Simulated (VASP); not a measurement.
# AlN: electric field gradients with PBE

The system is AlN.

```
Al N
1.0
    -0.05934    1.94833    1.94833
     1.94833   -0.05934    1.94833
     1.94833    1.94833   -0.05934
Al N
1 1
Direct
  0.00000 0.00000 0.00000
  0.50000 0.50000 0.50000
```

This cell differs from its parent crystal: equal xy, yz and zx shear strains of -3 %.

| Quantity | Value |
| --- | --- |
| Program | VASP 6.6.1 |
| Task | electric field gradients |
| Functional | PBE |
| Potentials or basis | VASP PAW PBE potentials, release 64 (Al, N) |
| Cutoff | 520 eV |
| k mesh | 10 × 10 × 10 |
| Occupations | fermi-dirac, width 0.02 eV |
| Spin | no spin polarisation |
| Dipole correction | no |
| Further INCAR settings | ALGO = Normal; EDIFF = 1e-08; NBANDS = 11 |

The pressure is 25.6 GPa and the band gap on the k mesh is 4.29 eV, indirect (least direct gap 6.14 eV).

Stress tensor (GPa, compression positive):
```
25.62  9.86  9.86
 9.86 25.62  9.86
 9.86  9.86 25.62
```

Levels at points of the mesh, in eV from the valence-band top:
| k point | band 1 | band 2 | band 3 | band 4 | band 5 | band 6 | band 7 | band 8 |
| --- | --- | --- | --- | --- | --- | --- | --- | --- |
| (0.00, 0.00, 0.00) | -18.59 | -0.62 | -0.62 | 0.00 | 6.14 | 11.47 | 11.47 | 13.09 |
| (0.50, 0.00, 0.00) | -15.14 | -9.26 | -1.70 | -1.29 | 6.30 | 11.10 | 11.76 | 13.63 |
| (0.50, 0.50, 0.00) | -13.97 | -8.25 | -3.72 | -3.04 | 4.29 | 5.33 | 14.33 | 17.70 |
| (0.50, 0.50, 0.50) | -14.78 | -8.83 | -1.95 | -1.95 | 5.50 | 10.39 | 10.39 | 14.37 |

Electric field gradients, principal values (V/Å²):
```csv
atom,least,middle,greatest (by size)
1 Al,-0.478,-0.478,0.956
2 N,6.324,6.324,-12.647
```

It took 31 s on 1 thread of Intel Xeon 8259CL (shared host), peak memory 0.13 GiB.

Caveat: the cell differs from its parent crystal (equal xy, yz and zx shear strains of -3 %); without QUAD_EFG the Cq values of the log hold for a quadrupole moment of 1 mb, not for the nuclei. A k mesh can miss the band edges.
